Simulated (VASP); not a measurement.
# MoS2: single point with LDA

The system is MoS2.

```
Mo S
1.0
     3.18461    0.00000    0.00000
    -1.59231    2.75795    0.00000
     0.00000    0.00000   11.97267
Mo S
2 4
Direct
  0.33333 0.66667 0.25000
  0.66667 0.33333 0.75000
  0.33333 0.66667 0.62195
  0.66667 0.33333 0.12195
  0.33333 0.66667 0.87805
  0.66667 0.33333 0.37805
```

This cell differs from its parent crystal: film at in-plane strain +0.02.

```
Program             : VASP 6.6.1
Task                : single point
Functional          : LDA
Potentials or basis : VASP PAW LDA potentials, release 64 (Mo_sv, S)
Cutoff              : 500 eV
k mesh              : 6 × 6 × 2
Occupations         : gaussian, width 0.01 eV
Spin                : no spin polarisation
```

- Pressure: -3.6 GPa
- Largest force: 0.015 eV/Å
- Band gap on the k mesh: 0.67 eV (least direct gap 1.54 eV)

Forces in eV/Å, atoms in the order of the input:
```
Mo   0.000  0.000  0.000
Mo   0.000  0.000  0.000
S    0.000  0.000 -0.015
S    0.000  0.000 -0.015
S    0.000  0.000  0.015
S    0.000  0.000  0.015
```

Stress tensor (GPa, compression positive):
```
-5.48  0.00  0.00
 0.00 -5.48  0.00
 0.00  0.00  0.05
```

Levels at points of the mesh, in eV from the valence-band top:
```csv
k point,band 22,band 23,band 24,band 25,band 26,band 27,band 28,band 29,band 30,band 31
"(0.00, 0.00, 0.00)",-2.50,-2.50,-1.27,-1.07,0.00,1.84,1.84,1.86,1.86,2.07
"(0.50, 0.00, 0.00)",-2.55,-2.09,-1.84,-1.67,-1.46,1.27,1.33,1.71,1.97,2.61
"(0.00, 0.00, 0.50)",-2.53,-2.53,-2.53,-0.25,-0.25,1.84,1.84,1.84,1.84,2.19
"(0.50, 0.00, 0.50)",-2.74,-1.96,-1.96,-1.55,-1.55,1.30,1.30,1.86,1.86,3.00
```

Wall time 18 s on 1 thread of Intel(R) Xeon(R) 6975P-C (Granite Rapids), on a shared host, peak memory 0.19 GiB.

Caveat: the cell differs from its parent crystal (film at in-plane strain +0.02); the cell stands under tension. A k mesh can miss the band edges.
